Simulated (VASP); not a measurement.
Runs of VASP 6.6.1 on LiF. The structure is that of space group Fm-3m (No. 225), or close to it. The cells are those of the table. 

```csv
task,level,potentials or basis,cell,cutoff (eV),gap on the mesh (eV),pressure (GPa)
electric field gradients,r2SCAN,"VASP PAW PBE potentials, release 64 (Li_sv, F)","a = 2.886 Å, angles 60.0°, 2 atoms",720,9.90,-5.6
single point,r2SCAN,"VASP PAW PBE potentials, release 64 (Li_sv, F)","a = 2.886 Å, angles 60.0°, 2 atoms",830,9.89,-5.2
single point,LDA,"VASP PAW LDA potentials, release 64 (Li_sv, F)","a = 2.810 Å, angles 60.0°, 2 atoms",750,9.20,(a)
single point,r2SCAN,"VASP PAW PBE potentials, release 64 (Li_sv, F)","a = 2.848 Å, angles 60.0°, 2 atoms",830,10.26,(b)
single point,LDA,"VASP PAW LDA potentials, release 64 (Li_sv, F)","a = 2.848 Å, angles 60.0°, 2 atoms",750,8.83,-6.9
```

Alike in all rows: no spin polarisation; k mesh 10 × 10 × 10; smearing fermi-dirac 0.03 eV.

Question: Fill in the values left out.

Answer: (a) -4.4; (b) -2.5.

Caveats: the cell stands under tension (at least some runs); the PAW data sets were made with another functional, which shifts forces and pressure a little (at least some runs).

A k mesh can miss the band edges.
